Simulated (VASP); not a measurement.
# Y2CF2 (P-3m1) in VASP: notebook

Y2CF2 is run at these levels: PBE, LDA; tasks: single point.

All numbers are computed with VASP 6.6.1; they aren't measurements. Logs are shortened: lines on timing, memory, paths and dates and some standing lists are left out, and cuts for length are marked.

## (1) The cell of the first run

The structure is trigonal, space group P-3m1 (No. 164). Conventional cell: a = 3.664 Å, b = 3.664 Å, c = 6.321 Å, α = 90.00°, β = 90.00°, γ = 120.00°. Y (site symmetry 3m) has 4 F at 2.38 to 2.52 Å and 3 C at 2.51 Å within 3.1 Å. Within 3.3 Å of C (site symmetry -3m) lie 6 Y at 2.51 Å and 6 F at 3.24 Å. Within 3.1 Å of F (site symmetry 3m) lie 4 Y at 2.38 to 2.52 Å and 3 F at 2.55 Å.

## (2) Single point, PBE

Contents of INCAR:

```
  PREC = Accurate
  ENCUT = 520
  EDIFF = 1E-7
  ISMEAR = 0
  SIGMA = 0.01
  LREAL = False
  LASPH = True
  NELM = 80
  ALGO = Normal
  ISIF = 2
  LWAVE = False
  LCHARG = False
  GGA = PE
  NBANDS = 28
```

Contents of KPOINTS:

```
Automatic mesh
0
Gamma
  6 6 2
```

Contents of POSCAR:

```
Y2CF2
1.0
    3.6642918298      0.0000000000      0.0000000000
   -1.8321459149      3.1733698115      0.0000000000
    0.0000000000      0.0000000000      6.3208771579
Y C F
2 1 2
Direct
    0.3333333333      0.6666666667      0.2141676581
    0.6666666667      0.3333333333      0.7858323419
    0.0000000000      0.0000000000      0.0000000000
    0.3333333333      0.6666666667      0.6126078578
    0.6666666667      0.3333333333      0.3873921422
```

Potentials or basis: VASP PAW PBE potentials, release 64 (Y_sv, C, F).

Started as:

```console
> cat potpaw_PBE.64/Y_sv/POTCAR potpaw_PBE.64/C/POTCAR potpaw_PBE.64/F/POTCAR > POTCAR
> mpirun -np 1 vasp_std > vasp.out
```

OUTCAR:

```text
PREC = Accurate
   ENCUT = 520
   EDIFF = 1E-7
   ISMEAR = 0
   LREAL = False
   LASPH = True
   NELM = 80
   ISIF = 2
   GGA = PE

 ion  position               nearest neighbor table
   1  0.333  0.667  0.214-   5 2.38   5 2.38   5 2.38   3 2.51   3 2.51   3 2.51   4 2.52   2 3.44
                             2 3.44   2 3.44   2 4.19   2 4.19   2 4.19
   2  0.667  0.333  0.786-   4 2.38   4 2.38   4 2.38   3 2.51   3 2.51   3 2.51   5 2.52   1 3.44
                             1 3.44   1 3.44   1 4.19   1 4.19   1 4.19
   3  0.000  0.000  0.000-   1 2.51   2 2.51   2 2.51   1 2.51   2 2.51   1 2.51
   4  0.333  0.667  0.613-   2 2.38   2 2.38   2 2.38   1 2.52
   5  0.667  0.333  0.387-   1 2.38   1 2.38   1 2.38   2 2.52

  LATTYP: Found a hexagonal cell.
 ALAT       =     3.6642918298
 C/A-ratio  =     1.7249928367

  Lattice vectors:

 A1 = (   3.6642918298,   0.0000000000,   0.0000000000)
 A2 = (  -1.8321459149,   3.1733698115,   0.0000000000)
 A3 = (   0.0000000000,   0.0000000000,   6.3208771579)

Analysis of symmetry for initial positions (statically):
=====================================================================
 Subroutine PRICEL returns:
 Original cell was already a primitive cell.

 Routine SETGRP: Setting up the symmetry group for a
 hexagonal supercell.

 Subroutine GETGRP returns: Found 12 space group operations
 (whereof 12 operations were pure point group operations)
 out of a pool of 24 trial point group operations.

The static configuration has the point symmetry D_3d.

Analysis of symmetry for dynamics (positions and initial velocities):
=====================================================================
 Subroutine PRICEL returns:
 Original cell was already a primitive cell.

 Routine SETGRP: Setting up the symmetry group for a
 hexagonal supercell.

 Subroutine GETGRP returns: Found 12 space group operations
 (whereof 12 operations were pure point group operations)
 out of a pool of 24 trial point group operations.

The dynamic configuration has the point symmetry D_3d.

 Subroutine INISYM returns: Found 12 space group operations
 (whereof 12 operations are pure point group operations),
 and found     1 'primitive' translations

----------------------------------------------------------------------------------------

                                     Primitive cell

  volume of cell :      73.5001

  direct lattice vectors                    reciprocal lattice vectors
     3.664291830  0.000000000  0.000000000     0.272904028  0.157561214  0.000000000
    -1.832145915  3.173369812  0.000000000     0.000000000  0.315122428  0.000000000
     0.000000000  0.000000000  6.320877158     0.000000000  0.000000000  0.158205891

  length of vectors
     3.664291830  3.664291830  6.320877158     0.315122428  0.315122428  0.158205891

  position of ions in fractional coordinates (direct lattice)
     0.333333333  0.666666667  0.214167658
     0.666666667  0.333333333  0.785832342
     0.000000000  0.000000000  0.000000000
     0.333333333  0.666666667  0.612607858
     0.666666667  0.333333333  0.387392142

  ion indices of the primitive-cell ions
   primitive index   ion index
                 1           1
                 2           2
                 3           3
                 4           4
                 5           5

----------------------------------------------------------------------------------------

 KPOINTS: Automatic mesh

Automatic generation of k-mesh.
 Grid dimensions read from file:
 generate k-points for:    6    6    2

 Generating k-lattice:

  Cartesian coordinates                     Fractional coordinates (reciprocal lattice)
     0.045484005  0.026260202  0.000000000     0.166666667  0.000000000  0.000000000
     0.000000000  0.052520405  0.000000000     0.000000000  0.166666667  0.000000000
     0.000000000  0.000000000  0.079102945     0.000000000  0.000000000  0.500000000

  Length of vectors
     0.052520405  0.052520405  0.079102945

  Shift w.r.t. Gamma in fractional coordinates (k-lattice)
     0.000000000  0.000000000  0.000000000

 Subroutine IBZKPT returns following result:
 ===========================================

 Found     14 irreducible k-points:

 Following reciprocal coordinates:
            Coordinates               Weight
  0.000000  0.000000  0.000000      1.000000
  0.166667 -0.000000  0.000000      6.000000
  0.333333  0.000000  0.000000      6.000000
  0.500000  0.000000  0.000000      3.000000
  0.166667  0.166667  0.000000      6.000000
  0.333333  0.166667  0.000000     12.000000
  0.333333  0.333333  0.000000      2.000000
  0.000000  0.000000  0.500000      1.000000
  0.166667 -0.000000  0.500000      6.000000
  0.333333  0.000000  0.500000      6.000000
  0.500000  0.000000  0.500000      3.000000
  0.166667  0.166667  0.500000      6.000000
  0.333333  0.166667  0.500000     12.000000
  0.333333  0.333333  0.500000      2.000000
   k-points           NKPTS =     14   k-points in BZ     NKDIM =     14   number of bands    NBANDS=     28
   number of dos      NEDOS =    301   number of ions     NIONS =      5
   total plane-waves  NPLWV =  37632
   dimension x,y,z NGX =    28 NGY =   28 NGZ =   48
   dimension x,y,z NGXF=    56 NGYF=   56 NGZF=   96
   ions per type =               2   1   2
   NGX,Y,Z   is equivalent  to a cutoff of  12.70, 12.70, 12.62 a.u.
   NGXF,Y,Z  is equivalent  to a cutoff of  25.41, 25.41, 25.25 a.u.
 SYSTEM =  unknown system
   PREC   = accura    normal or accurate (medium, high low for compatibility)
   ISTART =      0    job   : 0-new  1-cont  2-samecut
   ICHARG =      2    charge: 1-file 2-atom 10-const
   ISPIN  =      1    spin polarized calculation?
   LNONCOLLINEAR =      F non collinear calculations
   LSORBIT =      F    spin-orbit coupling
   LASPH  =      T    aspherical Exc in radial PAW
   ENCUT  =  520.0 eV  38.22 Ry    6.18 a.u.   6.81  6.81 11.75*2*pi/ulx,y,z
   NELM   =     80;   NELMIN=  2; NELMDL= -5     # of ELM steps
   EDIFF  = 0.1E-06   stopping-criterion for ELM
   LREAL  =      F    real-space projection
   EDIFFG = 0.1E-05   stopping-criterion for IOM
   NSW    =      0    number of steps for IOM
   IBRION =     -1    ionic relax: 0-MD 1-quasi-New 2-CG
   NFREE  =      0    steps in history (QN), initial steepest desc. (CG)
   ISIF   =      2    stress and relaxation
   ISYM   =      2    0-nonsym 1-usesym 2-fastsym
   POTIM  = 0.5000    time-step for ionic-motion
   TEBEG  =    0.0;   TEEND  =   0.0 temperature during run
   PSTRESS=    0.0 pullay stress
   NELECT =      40.0000    total number of electrons
   NUPDOWN=      -1.0000    fix difference up-down
   EMIN   =  10.00;   EMAX   =-10.00  energy-range for DOS
   EFERMI =   0.00;   METHOD = LEGACY
   ISMEAR =     0;   SIGMA  =   0.01  broadening in eV -4-tet -1-fermi 0-gaus
   EFERMI_NEDOS =   21; number of points for ismear=-14 and -15
   IALGO  =     38    algorithm
   IMIX   =      4    mixing-type and parameters
     AMIX     =   0.40;   BMIX     =  1.00
     AMIX_MAG =   1.60;   BMIX_MAG =  1.00
  volume/ion in A,a.u.               =      14.70        99.20
  Fermi-wavevector in a.u.,A,eV,Ry     =   1.336592  2.525792 24.306505  1.786478
  Thomas-Fermi vector in A             =   2.465206
   LORBIT       =      0    0 simple, 1 ext, 2 COOP (PROOUT), +10 PAW based schemes
   GGA     = PE    functional components
   LHFCALC =     F    Hartree Fock is set to
   AEXX    =    0.0000 exact exchange contribution
   IVDW    =     0    specifies the selected vdW correction
   LEPSILON=     F    determine dielectric tensor
   LRPA    =     F    only Hartree local field effects (RPA)
 non-spin polarized calculation
 Gauss-broadening in eV      SIGMA  =   0.01
  energy-cutoff  :      520.00
  volume of cell :       73.50
 maximum number of plane-waves:      2007
 NGX is ok and might be reduce to    28
   NGX = 13   NGY = 13   NGZ = 23

 number of electron      40.0000006 magnetization

 Free energy of the ion-electron system (eV)
  ---------------------------------------------------
  ext. energy  EPLUGINS =         0.00000000
  ---------------------------------------------------
  free energy    TOTEN  =       -37.88296630 eV

  energy without entropy =      -37.88296630  energy(sigma->0) =      -37.88296630

 E-fermi :   3.8933     XC(G=0): -10.5377

 val. band max:        3.8331596014   @ k =   0.0000   0.0000   0.5000
 cond. band min:       4.9707281697   @ k =   0.5000   0.0000   0.0000
 fundamental gap:      1.1375685683
 Fermi energy:         3.8932531596

 k-point     1 :       0.0000    0.0000    0.0000
  band No.  band energies     occupation
      1     -37.7730      2.00000
      2     -37.7063      2.00000
      3     -21.4814      2.00000
      4     -20.5769      2.00000
      5     -17.6414      2.00000
      6     -17.6241      2.00000
[... 20 lines left out ...]
     27       9.1028      0.00000
     28       9.3847      0.00000

 k-point     2 :       0.1667   -0.0000    0.0000
  band No.  band energies     occupation
      1     -37.7583      2.00000
      2     -37.6994      2.00000
      3     -21.4532      2.00000
      4     -20.6819      2.00000
      5     -17.8860      2.00000
      6     -17.6636      2.00000
[... 20 lines left out ...]
     27       9.4087      0.00000
     28       9.5045      0.00000

 k-point     3 :       0.3333    0.0000    0.0000
  band No.  band energies     occupation
      1     -37.7263      2.00000
      2     -37.6878      2.00000
      3     -21.3800      2.00000
      4     -20.9120      2.00000
      5     -18.0298      2.00000
      6     -17.7348      2.00000
[... 20 lines left out ...]
     27       9.8299      0.00000
     28      10.0600      0.00000

 k-point     4 :       0.5000    0.0000    0.0000
  band No.  band energies     occupation
      1     -37.7071      2.00000
      2     -37.6852      2.00000
      3     -21.3113      2.00000
      4     -21.0605      2.00000
      5     -18.0056      2.00000
      6     -17.8441      2.00000
[... 20 lines left out ...]
     27      10.1275      0.00000
     28      10.9067      0.00000

 k-point     5 :       0.1667    0.1667    0.0000
  band No.  band energies     occupation
      1     -37.7348      2.00000
      2     -37.6903      2.00000
      3     -21.4016      2.00000
      4     -20.8478      2.00000
      5     -18.0116      2.00000
      6     -17.7532      2.00000
[... 20 lines left out ...]
     27       9.5015      0.00000
     28      10.8460      0.00000

 k-point     6 :       0.3333    0.1667    0.0000
  band No.  band energies     occupation
      1     -37.7072      2.00000
      2     -37.6851      2.00000
      3     -21.3100      2.00000
      4     -21.0506      2.00000
      5     -18.0137      2.00000
      6     -17.8902      2.00000
[... 153 lines left out ...]
      5     -17.8439      2.00000
      6     -17.7513      2.00000
[... 20 lines left out ...]
     27      10.0041      0.00000
     28      10.2614      0.00000

 k-point    12 :       0.1667    0.1667    0.5000
  band No.  band energies     occupation
      1     -37.7276      2.00000
      2     -37.6975      2.00000
      3     -21.4130      2.00000
      4     -20.8408      2.00000
      5     -17.9795      2.00000
      6     -17.7516      2.00000
[... 20 lines left out ...]
     27       9.6288      0.00000
     28      10.0414      0.00000

 k-point    13 :       0.3333    0.1667    0.5000
  band No.  band energies     occupation
      1     -37.7036      2.00000
      2     -37.6887      2.00000
      3     -21.3300      2.00000
      4     -21.0524      2.00000
      5     -17.8979      2.00000
      6     -17.8376      2.00000
[... 20 lines left out ...]
     27      10.0246      0.00000
     28      10.2368      0.00000

 k-point    14 :       0.3333    0.3333    0.5000
  band No.  band energies     occupation
      1     -37.6907      2.00000
      2     -37.6907      2.00000
      3     -21.2077      2.00000
      4     -21.2077      2.00000
      5     -17.9861      2.00000
      6     -17.8285      2.00000
[... 20 lines left out ...]
     27      10.4809      0.00000
     28      10.4809      0.00000

------------------------ aborting loop because EDIFF is reached ----------------------------------------

  FORCE on cell =-STRESS in cart. coord.  units (eV):
  Direction    XX          YY          ZZ          XY          YZ          ZX
  --------------------------------------------------------------------------------------
  -------------------------------------------------------------------------------------
  Total        0.6237230      0.6237230      1.0175392      0.0000000      0.0000000     -0.0000000
  in kB       13.5960978     13.5960978     22.1806176      0.0000000      0.0000000     -0.0000000
  external PRESSURE =      16.4576044 kB  Pullay stress =       0.0000000 kB

 VOLUME and BASIS-vectors are now :
 -----------------------------------------------------------------------------
  energy-cutoff  :      520.00
  volume of cell :       73.50
      direct lattice vectors                 reciprocal lattice vectors
     3.664291830  0.000000000  0.000000000     0.272904028  0.157561214  0.000000000
    -1.832145915  3.173369812  0.000000000     0.000000000  0.315122428  0.000000000
     0.000000000  0.000000000  6.320877158     0.000000000  0.000000000  0.158205891

 POSITION                                       TOTAL-FORCE (eV/Angst)
 -----------------------------------------------------------------------------------
     -0.00000      2.11558      1.35373        -0.000000      0.000000     -0.226131
      1.83215      1.05779      4.96715         0.000000      0.000000      0.226131
      0.00000      0.00000      0.00000        -0.000000      0.000000     -0.000000
     -0.00000      2.11558      3.87222        -0.000000     -0.000000      0.038156
      1.83215      1.05779      2.44866         0.000000      0.000000     -0.038156
 -----------------------------------------------------------------------------------
    total drift:                                0.000000      0.000000      0.000000

  FREE ENERGIE OF THE ION-ELECTRON SYSTEM (eV)
  ---------------------------------------------------
  free  energy   TOTEN  =       -37.8829663040 eV

  energy  without entropy=      -37.8829663040  energy(sigma->0) =      -37.88296630
```

Run time: 23 s. Hardware: 1 thread of AMD EPYC 9R45 (Zen 5), shared host; peak memory 0.17 GiB.

What came out:

```
Free energy            : -37.8830 eV
Pressure               : 1.6 GPa
Largest force          : 0.226 eV/Å
Band gap on the k mesh : 1.14 eV, indirect (least direct gap 1.29 eV)
```

Forces on the atoms (eV/Å):
```
Y    0.000  0.000 -0.226
Y    0.000  0.000  0.226
C    0.000  0.000  0.000
F    0.000  0.000  0.038
F    0.000  0.000 -0.038
```

Stress tensor (GPa, compression positive):
```
1.36 0.00 0.00
0.00 1.36 0.00
0.00 0.00 2.22
```

Caveat: the k points lie up to 0.50 Å⁻¹ apart.

## (3) Single point, PBE

Contents of INCAR:

```
SYSTEM = Y2CF2
  PREC = Accurate
  ENCUT = 520
  EDIFF = 1E-6
  ISMEAR = 0
  SIGMA = 0.01
  LREAL = .FALSE.
  LASPH = .TRUE.
  NELM = 100
  ALGO = Normal
  ISIF = 2
  LWAVE = .FALSE.
  LCHARG = .TRUE.
  GGA = PE
  LELF = .TRUE.
  LVHAR = .TRUE.
  NBANDS = 28
```

Contents of KPOINTS:

```
Automatic mesh
0
G
  6 6 2
  0 0 0
```

POSCAR is that of step 2.

Potentials or basis: VASP PAW PBE potentials, release 64 (Y_sv, C, F).

Started as:

```console
> cat potpaw_PBE.64/Y_sv/POTCAR potpaw_PBE.64/C/POTCAR potpaw_PBE.64/F/POTCAR > POTCAR
> mpirun -np 1 vasp_std > vasp.out
```

Wall time 22 s (1 thread of AMD EPYC 9R45 (Zen 5), shared host); peak memory 0.17 GiB.

The run converged. Its results:

```
Free energy            : -37.8830 eV
Pressure               : 1.6 GPa
Largest force          : 0.226 eV/Å
Band gap on the k mesh : 1.14 eV, indirect (least direct gap 1.29 eV)
```

Forces in eV/Å, atoms in the order of the input:
```
Y    0.000  0.000 -0.226
Y    0.000  0.000  0.226
C    0.000  0.000  0.000
F    0.000  0.000  0.038
F    0.000  0.000 -0.038
```

Stress tensor (GPa, compression positive):
```
1.36 0.00 0.00
0.00 1.36 0.00
0.00 0.00 2.21
```

Levels at points of the mesh, in eV from the valence-band top:
```csv
k point,band 18,band 19,band 20,band 21,band 22,band 23
"(0.00, 0.00, 0.00)",-1.28,-0.02,-0.02,2.96,2.96,3.08
"(0.50, 0.00, 0.00)",-1.56,-0.40,-0.15,1.14,4.34,4.90
"(0.00, 0.00, 0.50)",-1.47,0.00,0.00,3.09,3.09,3.32
"(0.50, 0.00, 0.50)",-1.33,-0.50,-0.21,1.61,4.12,5.41
```

Caveat: the k points lie up to 0.50 Å⁻¹ apart.

## (4) Single point, LDA

This run uses another cell than the first one, of 13.94 Å³/atom, 0.948 times its volume.

Contents of INCAR:

```
PREC = Accurate
ENCUT = 520
EDIFF = 1E-6
ISMEAR = -1
SIGMA = 0.02
LREAL = False
LASPH = True
NELM = 60
ALGO = Normal
ISIF = 2
LWAVE = False
LCHARG = False
NBANDS = 28
```

Contents of KPOINTS:

```
Automatic mesh
0
Gamma
  12 12 4
```

Contents of POSCAR:

```
Y2CF2
1.0
    3.6000670274      0.0000000000      0.0000000000
   -1.8000335137      3.1177495011      0.0000000000
    0.0000000000      0.0000000000      6.2099395019
Y C F
2 1 2
Direct
    0.3333333333      0.6666666667      0.2157318002
    0.6666666667      0.3333333333      0.7842681998
    0.0000000000      0.0000000000      0.0000000000
    0.3333333333      0.6666666667      0.6120810899
    0.6666666667      0.3333333333      0.3879189101
```

Potentials or basis: VASP PAW LDA potentials, release 64 (Y_sv, C, F).

Started as:

```console
> cat potpaw_LDA.64/Y_sv/POTCAR potpaw_LDA.64/C/POTCAR potpaw_LDA.64/F/POTCAR > POTCAR
> mpirun -np 1 vasp_std > vasp.out
```

Wall time 78 s (1 thread of AMD EPYC 9R45 (Zen 5), shared host); peak memory 0.23 GiB.

The run converged. Its results:

- Free energy: -41.3248 eV
- Pressure: 0.1 GPa
- Largest force: 0.005 eV/Å
- Band gap on the k mesh: 1.01 eV, indirect (least direct gap 1.14 eV)

Forces in eV/Å, atoms in the order of the input:
```
Y    0.000  0.000 -0.005
Y    0.000  0.000  0.005
C    0.000  0.000  0.000
F    0.000  0.000 -0.004
F    0.000  0.000  0.004
```

Levels at points of the mesh, in eV from the valence-band top:
```tsv
k point	band 18	band 19	band 20	band 21	band 22	band 23
(0.00, 0.00, 0.00)	-1.34	-0.02	-0.02	2.94	2.94	3.01
(0.50, 0.00, 0.00)	-1.58	-0.40	-0.14	1.01	4.31	4.96
(0.00, 0.00, 0.50)	-1.55	0.00	0.00	3.11	3.11	3.34
(0.50, 0.00, 0.50)	-1.32	-0.52	-0.20	1.54	3.99	5.62
```

A k mesh can miss the band edges. Expect the measured gap to be larger: semilocal functionals such as LDA lack the derivative discontinuity.
